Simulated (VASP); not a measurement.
Si, 8 atoms in the cell. It takes space group Ia-3 (No. 206, cubic). Conventional cell: a = 6.622 Å, b = 6.622 Å, c = 6.622 Å, α = 90.00°, β = 90.00°, γ = 90.00°. Si (site symmetry 3) has 4 Si at 2.36 to 2.38 Å within 3.1 Å. 

- Program: VASP 6.6.1
- Task: single point
- Functional: PBE
- Potentials or basis: VASP PAW PBE potentials, release 64 (Si)
- Cutoff: 520 eV
- k mesh: 8 × 8 × 8
- Occupations: tetrahedron
- Spin: no spin polarisation
- Dipole correction: no
- Further INCAR settings: ALGO = Normal; EDIFF = 1e-07; NBANDS = 26

Potentials or basis: VASP PAW PBE potentials, release 64 (Si).

Launch:

```bash
$ cat potpaw_PBE.64/Si/POTCAR > POTCAR
$ mpirun -np 1 vasp_std > vasp.out
```

Hardware: 1 thread of Intel(R) Xeon(R) 6975P-C (Granite Rapids), on a shared host.

Task: Estimate the wall time of this run.

Result: Wall time 69 s on 1 thread of Intel(R) Xeon(R) 6975P-C (Granite Rapids), with other jobs on the host, peak memory 0.35 GiB. Counts: scf iterations 14, k points 35.
